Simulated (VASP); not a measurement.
Crystal: MgS.

```
Mg S
1.0
     3.70986    0.00000    0.00000
     0.00000    3.70986    0.00000
     0.00000    0.00000    5.11684
Mg S
2 2
Direct
  0.50000 0.00000 0.67313
  0.00000 0.50000 0.32687
  0.50000 0.00000 0.26231
  0.00000 0.50000 0.73769
```

```yaml
Program: VASP 6.6.1
Task: relaxation of cell and atoms
Functional: PBE
Potentials_or_basis: VASP PAW PBE potentials, release 64 (Mg, S)
Cutoff: 600 eV
k_mesh: 6 × 6 × 4
Occupations: gaussian, width 0.1 eV
Spin: no spin polarisation
```

At the start: pressure 12.1 GPa; volume 17.61 Å³/atom.

**Question.** Where does the relaxation end?

**Answer.** Over 16 steps the energy falls by 369.8 meV/atom and the volume is 17.86 Å³/atom (+1.4 %); space group Fm-3m (No. 225, to 0.05 Å).

The path:
| step | energy change (eV) | largest force (eV/Å) | pressure (GPa) | volume (Å³) |
| --- | --- | --- | --- | --- |
| 1 | 0.0000 | 4.3044 | 12.12 | 70.42 |
| 2 | -0.7927 | 0.9965 | -7.45 | 84.12 |
| 3 | -1.1852 | 0.5778 | -3.59 | 77.20 |
| 4 | -1.1876 | 0.6137 | -3.35 | 76.97 |
| 5 | -1.1888 | 0.6789 | -2.95 | 76.61 |
| 6 | -1.2686 | 0.6271 | -0.45 | 73.42 |
| 7 | -1.2856 | 0.5858 | 1.63 | 71.28 |
| 8 | -1.3440 | 0.4584 | 1.08 | 71.34 |
| 9 | -1.4546 | 0.1200 | 0.00 | 71.48 |
| 10 | -1.2200 | 1.2272 | 1.63 | 71.67 |
| 11 | -1.4657 | 0.0637 | -0.13 | 71.51 |
| 12 | -1.4696 | 0.0997 | -0.19 | 71.55 |
| 13 | -1.4700 | 0.0877 | -0.18 | 71.54 |
| 14 | -1.4784 | 0.0665 | 0.15 | 71.13 |
| 15 | -1.4784 | 0.0664 | 0.14 | 71.14 |
| 16 | -1.4790 | 0.0333 | -0.18 | 71.44 |

Final structure:
```
Mg S
1.0
     3.69749    0.00000    0.00000
     0.00000    3.69749    0.00000
     0.00000    0.00000    5.22534
Mg S
2 2
Cartesian
  1.8487 0.0000 3.9296
  0.0000 1.8487 1.2957
  1.8487 3.6975 1.3102
  3.6975 1.8487 3.9152
```
